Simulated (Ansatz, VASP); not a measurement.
# Two plane-wave programs on SnO2

File INCAR:

```
SYSTEM = SnO2
PREC     = Accurate       ! precision mode
ENCUT    = 520            ! plane-wave cutoff, eV
EDIFF    = 1E-6           ! SCF threshold, eV
ISMEAR   = 0              ! smearing method
SIGMA    = 0.05           ! smearing width, eV
LREAL    = .False.        ! projectors in reciprocal space
LASPH    = .True.         ! aspherical terms in the spheres
NELM     = 60             ! most SCF steps
ALGO     = Normal         ! electronic algorithm
ISIF     = 2              ! what is computed and relaxed
LWAVE    = .False.        ! write WAVECAR
LCHARG   = .False.        ! write CHGCAR
GGA      = PE             ! functional
NBANDS   = 35             ! bands
```

KPOINTS

```
Automatic mesh
0
Gamma
  6 6 8
  0 0 0
```

File POSCAR:

```
SnO2
1.0
    4.9639256357      0.0000000000      0.0000000000
    0.0000000000      4.9639396849      0.0000000000
    0.0000000000      0.0000000000      3.0627421172
Sn O
2 4
Direct
    0.5000000000      0.5000000000      0.5000000000
    0.0000000000      0.0000000000      0.0000000000
    0.3358655675      0.3359234599      0.0000000000
    0.8358655675      0.1640765401      0.5000000000
    0.1641344325      0.8359234599      0.5000000000
    0.6641344325      0.6640765401      0.0000000000
```

Input for Ansatz:

```yaml
crystal:
  lattice:
    - [4.9639256357, 0.0, 0.0]
    - [0.0, 4.9639396849, 0.0]
    - [0.0, 0.0, 3.0627421172]
  atoms:
    - { symbol: Sn, position: [0.5, 0.5, 0.5] }
    - { symbol: Sn, position: [0.0, 0.0, 0.0] }
    - { symbol: O, position: [0.3358655675, 0.3359234599, 0.0] }
    - { symbol: O, position: [0.8358655675, 0.1640765401, 0.5] }
    - { symbol: O, position: [0.1641344325, 0.8359234599, 0.5] }
    - { symbol: O, position: [0.6641344325, 0.6640765401, 0.0] }
basis:
  ecutwfc: 520.0
kpoints:
  mp_grid: { grid: [6, 6, 8] }
hamiltonian:
  xc: pbe
  pseudopotentials: { kind: paw, azcp: { folder: soft_1 } }
scf:
  occupations: { method: gaussian, width: 0.05 }
output:
  forces: true
  stress: true
  eigenvalues: true
```

Alike in both runs: task single point; functional PBE; k mesh 6 × 6 × 8; occupations gaussian, width 0.05 eV; no spin polarisation.

|  | VASP | Ansatz |
| --- | --- | --- |
| version | VASP 6.6.1 | Ansatz 0.2.0 |
| potentials or method | VASP PAW PBE potentials, release 64 (Sn_d, O), cutoff 520 eV | scalar-relativistic, plane waves, PAW |
| valence electrons in the cell | 52 | 52 |

VASP gave:

```
gap on the k mesh at the Fermi level (eV) : 1.99
least direct gap on the mesh (eV)         : 1.99
rms of the force components (eV/Å)        : 2.651
```

Task: Which values does Ansatz return?

Result: gap on the k mesh at the Fermi level (eV): 2.00; least direct gap on the mesh (eV): 2.00; rms of the force components (eV/Å): 2.604.

Atom by atom the forces differ by 0.048 eV/Å (rms over components).
